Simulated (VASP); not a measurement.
# Ti in VASP: a series of runs

Runs on Ti. Level: PBE. Tasks: single point.

Program: VASP 6.6.1. These are calculated values, not measurements. Logs are shortened: lines on timing, memory, paths and dates and some standing lists are left out, and cuts for length are marked.

### Step 1. The cell of the first run

The cell holds a slab with vacuum, 1 atom: a = 2.940 Å, b = 2.940 Å, c = 16.000 Å, α = 90.00°, β = 90.00°, γ = 120.00°.

### Step 2. Single point, PBE

Contents of INCAR:

```
PREC = Accurate
ENCUT = 520
EDIFF = 1E-7
ISMEAR = -1
SIGMA = 0.05
LREAL = F
LASPH = T
NELM = 80
ALGO = Normal
ISIF = 2
LWAVE = F
LCHARG = T
LDIPOL = T
IDIPOL = 3
DIPOL = 0.5 0.5 0.500
GGA = PE
LELF = T
LVHAR = T
LVACPOTAV = T
NBANDS = 12
```

Contents of KPOINTS:

```
regular mesh
0
Gamma
  13 13 1
```

Contents of POSCAR:

```
Ti
1.0
    2.9399472372      0.0000000000      0.0000000000
   -1.4699736186      2.5460689932      0.0000000000
    0.0000000000      0.0000000000     16.0000000000
Ti
1
Direct
    0.0000000000      0.0000000000      0.5000000000
```

Potentials or basis: VASP PAW PBE potentials, release 64 (Ti_sv).

Launch:

```bash
$ cat potpaw_PBE.64/Ti_sv/POTCAR > POTCAR
$ mpirun -np 1 vasp_std > vasp.out
```

OUTCAR:

```text
PREC = Accurate
   ENCUT = 520
   EDIFF = 1E-7
   ISMEAR = -1
   LREAL = F
   LASPH = T
   NELM = 80
   ISIF = 2
   GGA = PE

 ion  position               nearest neighbor table
   1  0.000  0.000  0.500-

  LATTYP: Found a hexagonal cell.
 ALAT       =     2.9399472372
 C/A-ratio  =     5.4422745407

  Lattice vectors:

 A1 = (   2.9399472372,   0.0000000000,   0.0000000000)
 A2 = (  -1.4699736186,   2.5460689932,   0.0000000000)
 A3 = (   0.0000000000,   0.0000000000,  16.0000000000)

Analysis of symmetry for initial positions (statically):
=====================================================================
 Subroutine PRICEL returns:
 Original cell was already a primitive cell.

 Routine SETGRP: Setting up the symmetry group for a
 hexagonal supercell.

 Subroutine GETGRP returns: Found 24 space group operations
 (whereof 24 operations were pure point group operations)
 out of a pool of 24 trial point group operations.

The static configuration has the point symmetry D_6h.

Analysis of symmetry for dynamics (positions and initial velocities):
=====================================================================
 Subroutine PRICEL returns:
 Original cell was already a primitive cell.

 Routine SETGRP: Setting up the symmetry group for a
 hexagonal supercell.

 Subroutine GETGRP returns: Found 24 space group operations
 (whereof 24 operations were pure point group operations)
 out of a pool of 24 trial point group operations.

The dynamic configuration has the point symmetry D_6h.

 Subroutine INISYM returns: Found 24 space group operations
 (whereof 24 operations are pure point group operations),
 and found     1 'primitive' translations

----------------------------------------------------------------------------------------

                                     Primitive cell

  volume of cell :     119.7649

  direct lattice vectors                    reciprocal lattice vectors
     2.939947237  0.000000000  0.000000000     0.340142159  0.196381167  0.000000000
    -1.469973619  2.546068993  0.000000000     0.000000000  0.392762334  0.000000000
     0.000000000  0.000000000 16.000000000     0.000000000  0.000000000  0.062500000

  length of vectors
     2.939947237  2.939947237 16.000000000     0.392762334  0.392762334  0.062500000

  position of ions in fractional coordinates (direct lattice)
     0.000000000  0.000000000  0.500000000

  ion indices of the primitive-cell ions
   primitive index   ion index
                 1           1

----------------------------------------------------------------------------------------

 KPOINTS: regular mesh

Automatic generation of k-mesh.
 Grid dimensions read from file:
 generate k-points for:   13   13    1

 Generating k-lattice:

  Cartesian coordinates                     Fractional coordinates (reciprocal lattice)
     0.026164781  0.015106244  0.000000000     0.076923077  0.000000000  0.000000000
     0.000000000  0.030212487  0.000000000     0.000000000  0.076923077  0.000000000
     0.000000000  0.000000000  0.062500000     0.000000000  0.000000000  1.000000000

  Length of vectors
     0.030212487  0.030212487  0.062500000

  Shift w.r.t. Gamma in fractional coordinates (k-lattice)
     0.000000000  0.000000000  0.000000000

 Subroutine IBZKPT returns following result:
 ===========================================

 Found     21 irreducible k-points:

 Following reciprocal coordinates:
            Coordinates               Weight
  0.000000  0.000000  0.000000      1.000000
  0.076923 -0.000000  0.000000      6.000000
  0.153846  0.000000  0.000000      6.000000
  0.230769 -0.000000  0.000000      6.000000
  0.307692  0.000000  0.000000      6.000000
  0.384615 -0.000000  0.000000      6.000000
[... 13 lines left out ...]
  0.384615  0.230769  0.000000      6.000000
  0.307692  0.307692  0.000000      6.000000
   k-points           NKPTS =     21   k-points in BZ     NKDIM =     21   number of bands    NBANDS=     12
   number of dos      NEDOS =    301   number of ions     NIONS =      1
   total plane-waves  NPLWV =  69120
   dimension x,y,z NGX =    24 NGY =   24 NGZ =  120
   dimension x,y,z NGXF=    48 NGYF=   48 NGZF=  240
   ions per type =               1
   NGX,Y,Z   is equivalent  to a cutoff of  13.57, 13.57, 12.47 a.u.
   NGXF,Y,Z  is equivalent  to a cutoff of  27.14, 27.14, 24.94 a.u.
 SYSTEM =  unknown system
   PREC   = accura    normal or accurate (medium, high low for compatibility)
   ISTART =      0    job   : 0-new  1-cont  2-samecut
   ICHARG =      2    charge: 1-file 2-atom 10-const
   ISPIN  =      1    spin polarized calculation?
   LNONCOLLINEAR =      F non collinear calculations
   LSORBIT =      F    spin-orbit coupling
   LASPH  =      T    aspherical Exc in radial PAW
   ENCUT  =  520.0 eV  38.22 Ry    6.18 a.u.   5.47  5.47 29.75*2*pi/ulx,y,z
   NELM   =     80;   NELMIN=  2; NELMDL= -5     # of ELM steps
   EDIFF  = 0.1E-06   stopping-criterion for ELM
   LREAL  =      F    real-space projection
   EDIFFG = 0.1E-05   stopping-criterion for IOM
   NSW    =      0    number of steps for IOM
   IBRION =     -1    ionic relax: 0-MD 1-quasi-New 2-CG
   NFREE  =      0    steps in history (QN), initial steepest desc. (CG)
   ISIF   =      2    stress and relaxation
   ISYM   =      2    0-nonsym 1-usesym 2-fastsym
   POTIM  = 0.5000    time-step for ionic-motion
   TEBEG  =    0.0;   TEEND  =   0.0 temperature during run
   PSTRESS=    0.0 pullay stress
   NELECT =      12.0000    total number of electrons
   NUPDOWN=      -1.0000    fix difference up-down
   EMIN   =  10.00;   EMAX   =-10.00  energy-range for DOS
   EFERMI =   0.00;   METHOD = LEGACY
   ISMEAR =    -1;   SIGMA  =   0.05  broadening in eV -4-tet -1-fermi 0-gaus
   EFERMI_NEDOS =   21; number of points for ismear=-14 and -15
   IALGO  =     38    algorithm
   IMIX   =      4    mixing-type and parameters
     AMIX     =   0.40;   BMIX     =  1.00
     AMIX_MAG =   1.60;   BMIX_MAG =  1.00
  volume/ion in A,a.u.               =     119.76       808.21
  Fermi-wavevector in a.u.,A,eV,Ry     =   0.760371  1.436892  7.866393  0.578164
  Thomas-Fermi vector in A             =   1.859373
   LORBIT       =      0    0 simple, 1 ext, 2 COOP (PROOUT), +10 PAW based schemes
   GGA     = PE    functional components
   LHFCALC =     F    Hartree Fock is set to
   AEXX    =    0.0000 exact exchange contribution
   IVDW    =     0    specifies the selected vdW correction
   LEPSILON=     F    determine dielectric tensor
   LRPA    =     F    only Hartree local field effects (RPA)
 non-spin polarized calculation
  energy-cutoff  :      520.00
  volume of cell :      119.76
 maximum number of plane-waves:      3287
 NGX is ok and might be reduce to    24
   NGX = 11   NGY = 11   NGZ = 59

 number of electron      11.9999998 magnetization

 dipolmoment           0.000000      0.000000     -0.000000 electrons x Angstroem

 Free energy of the ion-electron system (eV)
  ---------------------------------------------------
  ext. energy  EPLUGINS =         0.00000000
  ---------------------------------------------------
  free energy    TOTEN  =        -5.73171665 eV

  energy without entropy =       -5.70090031  energy(sigma->0) =       -5.71630848

 E-fermi :  -2.0851     XC(G=0):  -2.9228

 val. band max:       -2.1048756753   @ k =   0.0769  -0.0000   0.0000
 cond. band min:      -2.0603719450   @ k =   0.1538   0.1538   0.0000
 fundamental gap:      0.0445037303
 Fermi energy:        -2.0850812820

 k-point     1 :       0.0000    0.0000    0.0000
  band No.  band energies     occupation
      1     -59.1369      2.00000
      2     -35.5151      2.00000
      3     -35.0689      2.00000
      4     -35.0689      2.00000
      5      -6.1348      2.00000
      6      -2.1829      1.75228
      7      -1.8567      0.02053
      8      -1.1665      0.00000
      9      -1.1665      0.00000
     10       0.1552      0.00000
     11       0.1552      0.00000
     12       1.5722      0.00000

 k-point     2 :       0.0769   -0.0000    0.0000
  band No.  band energies     occupation
      1     -59.1329      2.00000
      2     -35.5114      2.00000
      3     -35.0952      2.00000
      4     -35.0750      2.00000
      5      -5.9637      2.00000
      6      -2.1049      1.19540
      7      -1.8911      0.04051
      8      -1.2730      0.00000
      9      -1.0582      0.00000
     10       0.1278      0.00000
     11       0.2130      0.00000
     12       1.7000      0.00000

 k-point     3 :       0.1538    0.0000    0.0000
  band No.  band energies     occupation
      1     -59.1220      2.00000
      2     -35.5012      2.00000
      3     -35.1676      2.00000
      4     -35.0916      2.00000
      5      -5.4719      2.00000
      6      -2.0059      0.34048
      7      -1.9011      0.04918
      8      -1.5207      0.00003
      9      -0.7466      0.00000
     10       0.0529      0.00000
     11       0.4514      0.00000
     12       2.0828      0.00000
[... 241 lines left out ...]
 k-point    20 :       0.3846    0.2308    0.0000
  band No.  band energies     occupation
      1     -59.0610      2.00000
      2     -35.4464      2.00000
      3     -35.4440      2.00000
      4     -35.2979      2.00000
      5      -2.7139      1.99999
      6      -2.1951      1.80040
      7      -1.6289      0.00022
      8      -1.2222      0.00000
      9      -0.5196      0.00000
     10       3.1644      0.00000
     11       4.5301      0.00000
     12       5.3270      0.00000

 k-point    21 :       0.3077    0.3077    0.0000
  band No.  band energies     occupation
      1     -59.0596      2.00000
      2     -35.4427      2.00000
      3     -35.4116      2.00000
      4     -35.3444      2.00000
      5      -2.3072      1.97672
      6      -2.0153      0.39682
      7      -1.9782      0.21100
      8      -1.5175      0.00002
      9      -0.4949      0.00000
     10       3.6410      0.00000
     11       5.2168      0.00000
     12       5.3609      0.00000

------------------------ aborting loop because EDIFF is reached ----------------------------------------

  FORCE on cell =-STRESS in cart. coord.  units (eV):
  Direction    XX          YY          ZZ          XY          YZ          ZX
  --------------------------------------------------------------------------------------
  -------------------------------------------------------------------------------------
  Total       -2.3846965     -2.3846965     -0.0062153      0.0000000      0.0000000      0.0000000
  in kB      -31.9017134    -31.9017134     -0.0831459      0.0000000      0.0000000      0.0000000
  external PRESSURE =     -21.2955242 kB  Pullay stress =       0.0000000 kB

 VOLUME and BASIS-vectors are now :
 -----------------------------------------------------------------------------
  energy-cutoff  :      520.00
  volume of cell :      119.76
      direct lattice vectors                 reciprocal lattice vectors
     2.939947237  0.000000000  0.000000000     0.340142159  0.196381167  0.000000000
    -1.469973619  2.546068993  0.000000000     0.000000000  0.392762334  0.000000000
     0.000000000  0.000000000 16.000000000     0.000000000  0.000000000  0.062500000

 POSITION                                       TOTAL-FORCE (eV/Angst)
 -----------------------------------------------------------------------------------
      0.00000      0.00000      8.00000         0.000000      0.000000      0.000000
 -----------------------------------------------------------------------------------
    total drift:                                0.000000     -0.000000      0.000000

  FREE ENERGIE OF THE ION-ELECTRON SYSTEM (eV)
  ---------------------------------------------------
  free  energy   TOTEN  =        -5.7317166521 eV

  energy  without entropy=       -5.7009003144  energy(sigma->0) =       -5.71630848

 vacuum level on the upper side and lower side of the slab         1.996         1.996
```

It took 50 s on 1 thread of Intel Xeon 8259CL, shared host; peak memory 0.24 GiB.

Results:

| Property | Result |
| --- | --- |
| Free energy | -5.7317 eV |
| Band gap on the k mesh | zero (band 6 reaches -1.97 eV, above the bottom of band 7 at -2.33 eV) |

### Step 3. Single point, PBE

Contents of INCAR:

```
SYSTEM = Ti
ALGO = Normal
DIPOL = 0.5 0.5 0.500
EDIFF = 1E-7
ENCUT = 520
GGA = PE
IDIPOL = 3
ISIF = 2
ISMEAR = -1
LASPH = .TRUE.
LCHARG = .FALSE.
LDIPOL = .TRUE.
LREAL = .FALSE.
LWAVE = .FALSE.
NBANDS = 12
NELM = 100
PREC = Accurate
SIGMA = 0.05
```

Contents of KPOINTS:

```
k-points
0
G
  13 13 1
  0 0 0
```

POSCAR is that of step 2.

Potentials or basis: VASP PAW PBE potentials, release 64 (Ti_sv).

Launch:

```bash
$ cat potpaw_PBE.64/Ti_sv/POTCAR > POTCAR
$ mpirun -np 1 vasp_std > vasp.out
```

Wall time 57 s (1 thread of Intel Xeon 8259CL, shared host); peak memory 0.24 GiB.

The run converged. Its results:

```
Free energy            : -5.7317 eV
Band gap on the k mesh : zero (band 6 reaches -1.97 eV, above the bottom of band 7 at -2.33 eV)
```

Levels at points of the mesh, in eV from the Fermi level:
```csv
k point,band 3,band 4,band 5,band 6,band 7,band 8,band 9,band 10
"(0.00, 0.00, 0.00)",-32.98,-32.98,-4.05,-0.10,0.23,0.92,0.92,2.24
```

### Step 4. Single point, PBE

Edit INCAR of step 3 so:

```diff
@@ -4,2 +4,3 @@
 EDIFF = 1E-7
+EFIELD = -0.2
 ENCUT = 520
```

KPOINTS is that of step 3.

POSCAR is that of step 3.

Launch:

```bash
$ cat potpaw_PBE.64/Ti_sv/POTCAR > POTCAR
$ mpirun -np 1 vasp_std > vasp.out
```

Run time: 76 s. Hardware: 1 thread of Intel Xeon 8259CL, shared host; peak memory 0.24 GiB.

The run converged. Its results:

- Free energy: -5.7357 eV
- Band gap on the k mesh: zero (band 6 reaches -2.00 eV, above the bottom of band 7 at -2.33 eV)

Levels at points of the mesh, in eV from the Fermi level:
```tsv
k point	band 4	band 5	band 6	band 7	band 8	band 9
(0.00, 0.00, 0.00)	-32.98	-4.05	-0.10	0.23	0.92	0.92
```

[end of part 1 of 2]
